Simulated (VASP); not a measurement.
Here is a VASP 6.6.1 calculation.

Contents of POSCAR:

```
As
1.0
   14.0000000000      0.0000000000      0.0000000000
    0.0000000000     14.4000000000      0.0000000000
    0.0000000000      0.0000000000     14.8000000000
As
1
Direct
    0.5000000000      0.5000000000      0.5000000000
```

INCAR.step1

```
PREC = Accurate
ENCUT = 520
EDIFF = 1E-5
ISMEAR = -1
SIGMA = 0.01
LREAL = F
LASPH = T
NELM = 150
ALGO = Normal
ISIF = 2
LWAVE = T
LCHARG = F
ISPIN = 2
MAGMOM = 3
LORBIT = 11
NBANDS = 12
GGA = PE
ISYM = 0
```

File INCAR.step2:

```
PREC = Accurate
ENCUT = 520
EDIFF = 1E-7
ISMEAR = -1
SIGMA = 0.01
LREAL = F
LASPH = T
NELM = 150
ALGO = Normal
ISIF = 2
LWAVE = F
LCHARG = F
ISPIN = 2
MAGMOM = 3
LORBIT = 11
GGA = PE
LHFCALC = T
AEXX = 0.25
PRECFOCK = Normal
NBANDS = 12
ISTART = 1
ISYM = 0
```

Contents of KPOINTS:

```
regular mesh
0
Gamma
  1 1 1
```

Potentials or basis: VASP PAW PBE potentials, release 64 (As).

Command:

```sh
$ cat potpaw_PBE.64/As/POTCAR > POTCAR
$ cp INCAR.step1 INCAR
$ mpirun -np 1 vasp_gam > vasp.out
$ cp INCAR.step2 INCAR
$ mpirun -np 1 vasp_gam > vasp.out
```

(1) What does it give for the band gap on the k mesh?

(2) Estimate the net moment.

(3) Estimate the pressure.

Answers

(1) 4.53 eV.

(2) 3.00 μB per cell.

(3) 0.0 GPa.

Caveat: the PAW data sets were made with another functional, which shifts forces and pressure a little.
